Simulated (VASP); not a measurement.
Input of a VASP 6.6.1 run:

File INCAR:

```
SYSTEM = MnAl26
PREC     = Accurate       ! precision mode
ENCUT    = 500            ! plane-wave cutoff, eV
EDIFF    = 1E-6           ! SCF threshold, eV
ISMEAR   = -1             ! smearing method
SIGMA    = 0.1            ! smearing width, eV
LREAL    = .False.        ! projectors in reciprocal space
LASPH    = .True.         ! aspherical terms in the spheres
NELM     = 200            ! most SCF steps
ALGO     = Normal         ! electronic algorithm
ISIF     = 2              ! what is computed and relaxed
LWAVE    = .False.        ! write WAVECAR
LCHARG   = .False.        ! write CHGCAR
ISPIN    = 2              ! spin polarisation
MAGMOM   = 2.5 0 0 0 0 0 0 0 0 0 0 0 0 0 0 0 0 0 0 0 0 0 0 0 0 0 0 ! initial moments
LORBIT   = 11             ! projections on sites
LMAXMIX  = 4              ! l up to which the mixer works
GGA      = PE             ! functional
NBANDS   = 68             ! bands
GGA_COMPAT= .False.
```

File KPOINTS:

```
Automatic mesh
0
Gamma
  1 1 1
  0 0 0
```

POSCAR

```
MnAl26
1.0
    0.0000000000      6.0750000000      6.0750000000
    6.0750000000      0.0000000000      6.0750000000
    6.0750000000      6.0750000000      0.0000000000
Mn Al
1 26
Direct
    0.0000000000      0.0000000000      0.0000000000
    0.0000000000      0.0000000000      0.3333333300
    0.0000000000      0.0000000000      0.6666666700
    0.0000000000      0.3333333300      0.0000000000
    0.0000000000      0.3333333300      0.3333333300
    0.0000000000      0.3333333300      0.6666666700
    0.0000000000      0.6666666700      0.0000000000
    0.0000000000      0.6666666700      0.3333333300
    0.0000000000      0.6666666700      0.6666666700
    0.3333333300      0.0000000000      0.0000000000
    0.3333333300      0.0000000000      0.3333333300
    0.3333333300      0.0000000000      0.6666666700
    0.3333333300      0.3333333300      0.0000000000
    0.3333333300      0.3333333300      0.3333333300
    0.3333333300      0.3333333300      0.6666666700
    0.3333333300      0.6666666700      0.0000000000
    0.3333333300      0.6666666700      0.3333333300
    0.3333333300      0.6666666700      0.6666666700
    0.6666666700      0.0000000000      0.0000000000
    0.6666666700      0.0000000000      0.3333333300
    0.6666666700      0.0000000000      0.6666666700
    0.6666666700      0.3333333300      0.0000000000
    0.6666666700      0.3333333300      0.3333333300
    0.6666666700      0.3333333300      0.6666666700
    0.6666666700      0.6666666700      0.0000000000
    0.6666666700      0.6666666700      0.3333333300
    0.6666666700      0.6666666700      0.6666666700
```

Potentials or basis: VASP PAW PBE potentials, release 64 (Mn_pv, Al).

Run with:

```sh
$ cat potpaw_PBE.64/Mn_pv/POTCAR potpaw_PBE.64/Al/POTCAR > POTCAR
$ mpirun -np 1 vasp_gam > vasp.out
```

Problem. Estimate the site moments.

Solution. Mn +1.99; Al +0.01, -0.00 μB.

Problem. Predict the pressure.

Solution. -4.0 GPa.

Problem. What does it give for the band gap on the k mesh?

Solution. 0.59 eV.

Caveat: the k points lie up to 0.90 Å⁻¹ apart. A k mesh can miss the band edges.
